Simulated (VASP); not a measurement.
# Hf3B (Pm-3m) in VASP: further runs

Runs on Hf3B. Level: PBE. Tasks: single point, relaxation of cell and atoms.

All numbers are computed with VASP 6.6.1; they aren't measurements. Logs are shortened: lines on timing, memory, paths and dates and some standing lists are left out, and cuts for length are marked.

## 1. The cell of the first run

The structure is cubic, space group Pm-3m (No. 221). Conventional cell: a = 4.127 Å, b = 4.127 Å, c = 4.127 Å, α = 90.00°, β = 90.00°, γ = 90.00°. Hf (site symmetry 4/mmm) has 8 Hf at 2.92 Å and 4 B at 2.92 Å within 3.8 Å. Within 3.8 Å of B (site symmetry m-3m) lie 12 Hf at 2.92 Å.

## 2. Single point, PBE

Input file INCAR:

```
  PREC = Accurate
  ENCUT = 520
  EDIFF = 1E-6
  ISMEAR = 0
  SIGMA = 0.1
  LREAL = F
  LASPH = T
  NELM = 60
  ALGO = Normal
  ISIF = 2
  LWAVE = F
  LCHARG = T
  GGA = PE
  LELF = T
  LVHAR = T
  NBANDS = 24
```

Input file KPOINTS:

```
regular mesh
0
Gamma
  4 4 4
```

Input file POSCAR:

```
Hf3B
1.0
    4.1268899016      0.0000000000      0.0000000000
    0.0000000000      4.1268899016      0.0000000000
    0.0000000000      0.0000000000      4.1268899016
Hf B
3 1
Direct
    0.0000000000      0.5000000000      0.5000000000
    0.5000000000      0.0000000000      0.5000000000
    0.5000000000      0.5000000000      0.0000000000
    0.0000000000      0.0000000000      0.0000000000
```

Potentials or basis: VASP PAW PBE potentials, release 64 (Hf_pv, B).

The run is started by

```
> cat potpaw_PBE.64/Hf_pv/POTCAR potpaw_PBE.64/B/POTCAR > POTCAR
> mpirun -np 1 vasp_std > vasp.out
```

OUTCAR:

```text
PREC = Accurate
   ENCUT = 520
   EDIFF = 1E-6
   ISMEAR = 0
   LREAL = F
   LASPH = T
   NELM = 60
   ISIF = 2
   GGA = PE

 ion  position               nearest neighbor table
   1  0.000  0.500  0.500-   2 2.92   3 2.92   4 2.92   3 2.92   4 2.92   2 2.92   4 2.92   4 2.92
                             2 2.92   3 2.92   3 2.92   2 2.92
   2  0.500  0.000  0.500-   1 2.92   3 2.92   4 2.92   3 2.92   4 2.92   1 2.92   3 2.92   3 2.92
                             1 2.92   4 2.92   4 2.92   1 2.92
   3  0.500  0.500  0.000-   1 2.92   2 2.92   4 2.92   1 2.92   2 2.92   2 2.92   4 2.92   2 2.92
                             1 2.92   4 2.92   1 2.92   4 2.92
   4  0.000  0.000  0.000-   1 2.92   2 2.92   3 2.92   1 2.92   2 2.92   1 2.92   3 2.92   1 2.92
                             2 2.92   3 2.92   2 2.92   3 2.92

  LATTYP: Found a simple cubic cell.
 ALAT       =     4.1268899016

  Lattice vectors:

 A1 = (   4.1268899016,   0.0000000000,   0.0000000000)
 A2 = (   0.0000000000,   4.1268899016,   0.0000000000)
 A3 = (   0.0000000000,   0.0000000000,   4.1268899016)

Analysis of symmetry for initial positions (statically):
=====================================================================
 Subroutine PRICEL returns:
 Original cell was already a primitive cell.

 Routine SETGRP: Setting up the symmetry group for a
 simple cubic supercell.

 Subroutine GETGRP returns: Found 48 space group operations
 (whereof 48 operations were pure point group operations)
 out of a pool of 48 trial point group operations.

The static configuration has the point symmetry O_h .

Analysis of symmetry for dynamics (positions and initial velocities):
=====================================================================
 Subroutine PRICEL returns:
 Original cell was already a primitive cell.

 Routine SETGRP: Setting up the symmetry group for a
 simple cubic supercell.

 Subroutine GETGRP returns: Found 48 space group operations
 (whereof 48 operations were pure point group operations)
 out of a pool of 48 trial point group operations.

The dynamic configuration has the point symmetry O_h .

 Subroutine INISYM returns: Found 48 space group operations
 (whereof 48 operations are pure point group operations),
 and found     1 'primitive' translations

----------------------------------------------------------------------------------------

                                     Primitive cell

  volume of cell :      70.2860

  direct lattice vectors                    reciprocal lattice vectors
     4.126889902  0.000000000  0.000000000     0.242313225  0.000000000  0.000000000
     0.000000000  4.126889902  0.000000000     0.000000000  0.242313225  0.000000000
     0.000000000  0.000000000  4.126889902     0.000000000  0.000000000  0.242313225

  length of vectors
     4.126889902  4.126889902  4.126889902     0.242313225  0.242313225  0.242313225

  position of ions in fractional coordinates (direct lattice)
     0.000000000  0.500000000  0.500000000
     0.500000000  0.000000000  0.500000000
     0.500000000  0.500000000  0.000000000
     0.000000000  0.000000000  0.000000000

  ion indices of the primitive-cell ions
   primitive index   ion index
                 1           1
                 2           2
                 3           3
                 4           4

----------------------------------------------------------------------------------------

 KPOINTS: regular mesh

Automatic generation of k-mesh.
 Grid dimensions read from file:
 generate k-points for:    4    4    4

 Generating k-lattice:

  Cartesian coordinates                     Fractional coordinates (reciprocal lattice)
     0.060578306  0.000000000  0.000000000     0.250000000  0.000000000  0.000000000
     0.000000000  0.060578306  0.000000000     0.000000000  0.250000000  0.000000000
     0.000000000  0.000000000  0.060578306     0.000000000  0.000000000  0.250000000

  Length of vectors
     0.060578306  0.060578306  0.060578306

  Shift w.r.t. Gamma in fractional coordinates (k-lattice)
     0.000000000  0.000000000  0.000000000

 Subroutine IBZKPT returns following result:
 ===========================================

 Found     10 irreducible k-points:

 Following reciprocal coordinates:
            Coordinates               Weight
  0.000000  0.000000  0.000000      1.000000
  0.250000  0.000000  0.000000      6.000000
  0.500000  0.000000  0.000000      3.000000
  0.250000  0.250000  0.000000     12.000000
  0.500000  0.250000  0.000000     12.000000
  0.500000  0.500000  0.000000      3.000000
  0.250000  0.250000  0.250000      8.000000
  0.500000  0.250000  0.250000     12.000000
  0.500000  0.500000  0.250000      6.000000
  0.500000  0.500000  0.500000      1.000000
   k-points           NKPTS =     10   k-points in BZ     NKDIM =     10   number of bands    NBANDS=     24
   number of dos      NEDOS =    301   number of ions     NIONS =      4
   total plane-waves  NPLWV =  32768
   dimension x,y,z NGX =    32 NGY =   32 NGZ =   32
   dimension x,y,z NGXF=    64 NGYF=   64 NGZF=   64
   ions per type =               3   1
   NGX,Y,Z   is equivalent  to a cutoff of  12.89, 12.89, 12.89 a.u.
   NGXF,Y,Z  is equivalent  to a cutoff of  25.78, 25.78, 25.78 a.u.
 SYSTEM =  unknown system
   PREC   = accura    normal or accurate (medium, high low for compatibility)
   ISTART =      0    job   : 0-new  1-cont  2-samecut
   ICHARG =      2    charge: 1-file 2-atom 10-const
   ISPIN  =      1    spin polarized calculation?
   LNONCOLLINEAR =      F non collinear calculations
   LSORBIT =      F    spin-orbit coupling
   LASPH  =      T    aspherical Exc in radial PAW
   ENCUT  =  520.0 eV  38.22 Ry    6.18 a.u.   7.67  7.67  7.67*2*pi/ulx,y,z
   NELM   =     60;   NELMIN=  2; NELMDL= -5     # of ELM steps
   EDIFF  = 0.1E-05   stopping-criterion for ELM
   LREAL  =      F    real-space projection
   EDIFFG = 0.1E-04   stopping-criterion for IOM
   NSW    =      0    number of steps for IOM
   IBRION =     -1    ionic relax: 0-MD 1-quasi-New 2-CG
   NFREE  =      0    steps in history (QN), initial steepest desc. (CG)
   ISIF   =      2    stress and relaxation
   ISYM   =      2    0-nonsym 1-usesym 2-fastsym
   POTIM  = 0.5000    time-step for ionic-motion
   TEBEG  =    0.0;   TEEND  =   0.0 temperature during run
   PSTRESS=    0.0 pullay stress
   NELECT =      33.0000    total number of electrons
   NUPDOWN=      -1.0000    fix difference up-down
   EMIN   =  10.00;   EMAX   =-10.00  energy-range for DOS
   EFERMI =   0.00;   METHOD = LEGACY
   ISMEAR =     0;   SIGMA  =   0.10  broadening in eV -4-tet -1-fermi 0-gaus
   EFERMI_NEDOS =   21; number of points for ismear=-14 and -15
   IALGO  =     38    algorithm
   IMIX   =      4    mixing-type and parameters
     AMIX     =   0.40;   BMIX     =  1.00
     AMIX_MAG =   1.60;   BMIX_MAG =  1.00
  volume/ion in A,a.u.               =      17.57       118.58
  Fermi-wavevector in a.u.,A,eV,Ry     =   1.272399  2.404485 22.027816  1.618999
  Thomas-Fermi vector in A             =   2.405279
   LORBIT       =      0    0 simple, 1 ext, 2 COOP (PROOUT), +10 PAW based schemes
   GGA     = PE    functional components
   LHFCALC =     F    Hartree Fock is set to
   AEXX    =    0.0000 exact exchange contribution
   IVDW    =     0    specifies the selected vdW correction
   LEPSILON=     F    determine dielectric tensor
   LRPA    =     F    only Hartree local field effects (RPA)
 non-spin polarized calculation
 Gauss-broadening in eV      SIGMA  =   0.10
  energy-cutoff  :      520.00
  volume of cell :       70.29
 maximum number of plane-waves:      1924
 NGX is ok and might be reduce to    32
   NGX = 15   NGY = 15   NGZ = 15

 number of electron      33.0000006 magnetization

 Free energy of the ion-electron system (eV)
  ---------------------------------------------------
  ext. energy  EPLUGINS =         0.00000000
  ---------------------------------------------------
  free energy    TOTEN  =       -35.23525317 eV

  energy without entropy =      -35.19925040  energy(sigma->0) =      -35.21725178

 E-fermi :   5.1661     XC(G=0): -11.6219

 val. band max:        5.1419046132   @ k =   0.5000   0.2500   0.2500
 cond. band min:       5.1886715541   @ k =   0.5000   0.0000   0.0000
 fundamental gap:      0.0467669408
 Fermi energy:         5.1660633212

 k-point     1 :       0.0000    0.0000    0.0000
  band No.  band energies     occupation
      1     -25.4983      2.00000
      2     -25.4983      2.00000
      3     -25.4983      2.00000
      4     -24.8367      2.00000
      5     -24.8367      2.00000
      6     -24.8367      2.00000
[... 16 lines left out ...]
     23       8.8424      0.00000
     24      11.5182      0.00000

 k-point     2 :       0.2500    0.0000    0.0000
  band No.  band energies     occupation
      1     -25.4098      2.00000
      2     -25.4098      2.00000
      3     -25.3634      2.00000
      4     -24.8741      2.00000
      5     -24.8741      2.00000
      6     -24.8513      2.00000
[... 16 lines left out ...]
     23       9.7064      0.00000
     24       9.7433      0.00000

 k-point     3 :       0.5000    0.0000    0.0000
  band No.  band energies     occupation
      1     -25.2844      2.00000
      2     -25.2844      2.00000
      3     -25.0898      2.00000
      4     -24.9500      2.00000
      5     -24.9500      2.00000
      6     -24.8696      2.00000
[... 16 lines left out ...]
     23       8.2464      0.00000
     24       8.4441      0.00000
[... 136 lines left out ...]
 k-point     9 :       0.5000    0.5000    0.2500
  band No.  band energies     occupation
      1     -25.6526      2.00000
      2     -25.4572      2.00000
      3     -25.3110      2.00000
      4     -25.3110      2.00000
      5     -24.6068      2.00000
      6     -24.6068      2.00000
[... 16 lines left out ...]
     23       8.7680      0.00000
     24       9.3736      0.00000

 k-point    10 :       0.5000    0.5000    0.5000
  band No.  band energies     occupation
      1     -25.8302      2.00000
      2     -25.4544      2.00000
      3     -25.4544      2.00000
      4     -25.4544      2.00000
      5     -24.4590      2.00000
      6     -24.4590      2.00000
[... 16 lines left out ...]
     23       8.3253      0.00000
     24       9.1926      0.00000

------------------------ aborting loop because EDIFF is reached ----------------------------------------

  FORCE on cell =-STRESS in cart. coord.  units (eV):
  Direction    XX          YY          ZZ          XY          YZ          ZX
  --------------------------------------------------------------------------------------
  -------------------------------------------------------------------------------------
  Total       -0.2097214     -0.2097214     -0.2097214     -0.0000000     -0.0000000      0.0000000
  in kB       -4.7806247     -4.7806247     -4.7806247     -0.0000000     -0.0000000      0.0000000
  external PRESSURE =      -4.7806247 kB  Pullay stress =       0.0000000 kB

 VOLUME and BASIS-vectors are now :
 -----------------------------------------------------------------------------
  energy-cutoff  :      520.00
  volume of cell :       70.29
      direct lattice vectors                 reciprocal lattice vectors
     4.126889902  0.000000000  0.000000000     0.242313225  0.000000000  0.000000000
     0.000000000  4.126889902  0.000000000     0.000000000  0.242313225  0.000000000
     0.000000000  0.000000000  4.126889902     0.000000000  0.000000000  0.242313225

 POSITION                                       TOTAL-FORCE (eV/Angst)
 -----------------------------------------------------------------------------------
      0.00000      2.06344      2.06344         0.000000      0.000000      0.000000
      2.06344      0.00000      2.06344         0.000000      0.000000      0.000000
      2.06344      2.06344      0.00000         0.000000      0.000000      0.000000
      0.00000      0.00000      0.00000         0.000000      0.000000      0.000000
 -----------------------------------------------------------------------------------
    total drift:                                0.000000     -0.000000     -0.000000

  FREE ENERGIE OF THE ION-ELECTRON SYSTEM (eV)
  ---------------------------------------------------
  free  energy   TOTEN  =       -35.2352531655 eV

  energy  without entropy=      -35.1992503951  energy(sigma->0) =      -35.21725178
```

It took 12 s on 1 thread of Intel Xeon Platinum 8488C (Sapphire Rapids), shared host; peak memory 0.17 GiB.

What came out:

```
Free energy : -35.2353 eV
Pressure    : -0.5 GPa
```

Caveat: the k points lie up to 0.38 Å⁻¹ apart; spin-orbit coupling is left out, which moves the levels of the heavy elements.

## 3. Relaxation of cell and atoms, PBE

This run uses another cell than the first one, of 15.92 Å³/atom, 0.906 times its volume.

Input file INCAR:

```
PREC = Accurate
ENCUT = 600
EDIFF = 1E-6
ISMEAR = 0
SIGMA = 0.1
LREAL = F
LASPH = T
NELM = 100
ALGO = Normal
ISIF = 3
LWAVE = F
LCHARG = F
GGA = PE
IBRION = 2
NSW = 90
EDIFFG = -0.04
```

KPOINTS is that of step 2.

Input file POSCAR:

```
Hf3B
1.0
    3.9935573403      0.0000000000      0.0000000000
    0.0000000000      3.9935573403      0.0000000000
    0.0000000000      0.0000000000      3.9935573403
Hf B
3 1
Direct
    0.0000000000      0.5000000000      0.5000000000
    0.5000000000      0.0000000000      0.5000000000
    0.5000000000      0.5000000000      0.0000000000
    0.0000000000      0.0000000000      0.0000000000
```

Potentials or basis: VASP PAW PBE potentials, release 64 (Hf_pv, B).

The run is started by

```
> cat potpaw_PBE.64/Hf_pv/POTCAR potpaw_PBE.64/B/POTCAR > POTCAR
> mpirun -np 1 vasp_std > vasp.out
```

It took 28 s on 1 thread of Intel Xeon Platinum 8488C (Sapphire Rapids), shared host; peak memory 0.18 GiB.

It converged, with:

- Free energy: -35.2357 eV
- Relaxed volume: 17.53 Å³/atom
- Relaxed cell: a = 4.123 Å, b = 4.123 Å, c = 4.123 Å, α = 90.00°, β = 90.00°, γ = 90.00°
- Space group after relaxing (to 0.05 Å): Pm-3m (No. 221)
- Energy gained by relaxing: 62.3 meV/atom
- Ionic steps: 3
- Pressure after relaxing: -0.2 GPa

Step by step:
```tsv
step	energy change (eV)	largest force (eV/Å)	pressure (GPa)	volume (Å³)
1	0.0000	0.0000	13.74	63.69
2	-0.0176	0.0000	-9.68	77.12
3	-0.2493	0.0000	-0.19	70.10
```

Final structure:
```
Hf B
1.0
     4.12334    0.00000    0.00000
     0.00000    4.12334    0.00000
     0.00000    0.00000    4.12334
Hf B
3 1
Direct
  0.00000 0.50000 0.50000
  0.50000 0.00000 0.50000
  0.50000 0.50000 0.00000
  0.00000 0.00000 0.00000
```

Levels at points of the mesh, in eV from the Fermi level:
```tsv
k point	band 12	band 13	band 14	band 15	band 16	band 17	band 18	band 19	band 20
(0.00, 0.00, 0.00)	-2.25	-2.25	-1.72	-1.72	-1.72	0.14	0.14	0.14	3.42
(0.50, 0.00, 0.00)	-2.78	-1.90	-1.90	-1.08	0.02	1.22	1.22	1.56	2.09
(0.50, 0.50, 0.00)	-3.77	-2.44	-1.58	-0.44	-0.44	-0.12	1.39	1.39	2.26
(0.50, 0.50, 0.50)	-3.05	-3.05	-1.28	-1.28	-1.28	1.34	1.34	1.34	2.04
```

Caveat: the k points lie up to 0.38 Å⁻¹ apart in the final cell; spin-orbit coupling is left out, which moves the levels of the heavy elements.

(Part 1 of 2 ends here.)
